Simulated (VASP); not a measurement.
Pt:

```
Pt
1.0
    -1.60507    1.60507    1.60507
     1.60507   -1.60507    1.60507
     1.60507    1.60507   -1.60507
Pt
1
Direct
  0.00000 0.00000 0.00000
```

This cell differs from its parent crystal: volume scaled by 1.04.

Base run:

```yaml
Program: VASP 6.6.1
Functional: LDA
Potentials_or_basis: VASP PAW LDA potentials, release 64 (Pt)
Cutoff: 520 eV
k_mesh: 12 × 12 × 12
Occupations: fermi-dirac, width 0.05 eV
Spin: no spin polarisation
```

Its results: band gap on the k mesh zero (band 5 reaches 10.16 eV, above the bottom of band 6 at 8.21 eV); pressure -22.9 GPa.

Task: The run is repeated on the same cell with these changes: functional from LDA to PBEsol; potentials or basis from VASP PAW LDA potentials, release 64 (Pt) to VASP PAW PBE potentials, release 64 (Pt). What comes out?

Result: Band gap on the k mesh zero (band 5 reaches 10.15 eV, above the bottom of band 6 at 8.18 eV); pressure -19.1 GPa.

Caveats: spin-orbit coupling is left out, which moves the levels of the heavy elements; the PAW data sets were made with another functional, which shifts forces and pressure a little (some runs).
